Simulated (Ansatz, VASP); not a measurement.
# Sn in VASP and in Ansatz

The input INCAR:

```
SYSTEM = Sn
PREC     = Accurate       ! precision mode
ENCUT    = 520            ! plane-wave cutoff, eV
EDIFF    = 1E-6           ! SCF threshold, eV
ISMEAR   = 0              ! smearing method
SIGMA    = 0.15           ! smearing width, eV
LREAL    = .False.        ! projectors in reciprocal space
LASPH    = .True.         ! aspherical terms in the spheres
NELM     = 60             ! most SCF steps
ALGO     = Fast           ! electronic algorithm
ISIF     = 2              ! what is computed and relaxed
LWAVE    = .False.        ! write WAVECAR
LCHARG   = .False.        ! write CHGCAR
GGA      = PE             ! functional
NBANDS   = 21             ! bands
```

Contents of KPOINTS:

```
Automatic mesh
0
Gamma
  18 18 18
  0 0 0
```

Contents of POSCAR:

```
Sn
1.0
   -2.8927105411      2.8927105411      1.6521773982
    2.8927105411     -2.8927105411      1.6521773982
    2.8927105411      2.8927105411     -1.6521773982
Sn
2
Direct
    0.7500000000      0.2500000000      0.5000000000
    0.0000000000      0.0000000000      0.0000000000
```

Input for Ansatz:

```yaml
crystal:
  lattice:
    - [-2.8927105411, 2.8927105411, 1.6521773982]
    - [2.8927105411, -2.8927105411, 1.6521773982]
    - [2.8927105411, 2.8927105411, -1.6521773982]
  atoms:
    - { symbol: Sn, position: [0.75, 0.25, 0.5] }
    - { symbol: Sn, position: [0.0, 0.0, 0.0] }
basis:
  ecutwfc: 420
kpoints:
  mp_grid: { grid: [18, 18, 18] }
hamiltonian:
  xc: pbe
scf:
  occupations: { method: gaussian, width: 0.15 }
output:
  forces: true
  stress: true
  eigenvalues: true
  write_density: true
  write_potential: true
  elf: true
  volumetric_format: npy
```

Alike in both runs: task single point; functional PBE; k mesh 18 × 18 × 18; occupations gaussian, width 0.15 eV; no spin polarisation.

```csv
,VASP,Ansatz
version,VASP 6.6.1,Ansatz 0.2.0
potentials or method,"VASP PAW PBE potentials, release 64 (Sn_d), cutoff 520 eV","scalar-relativistic, plane waves, PAW"
valence electrons in the cell,28,28
```

```csv
,VASP,Ansatz,Ansatz less VASP
gap on the k mesh at the Fermi level (eV),none,none,-
pressure (GPa),1.6,1.6,+0.06
"traceless stress, the component that is largest in VASP (GPa)",-2.03,-2.03,+0.003
```

A gap of «none» marks a metal or a gap that the smearing closes. The functional is the same, so the differences come from potentials, cutoffs and numerics.
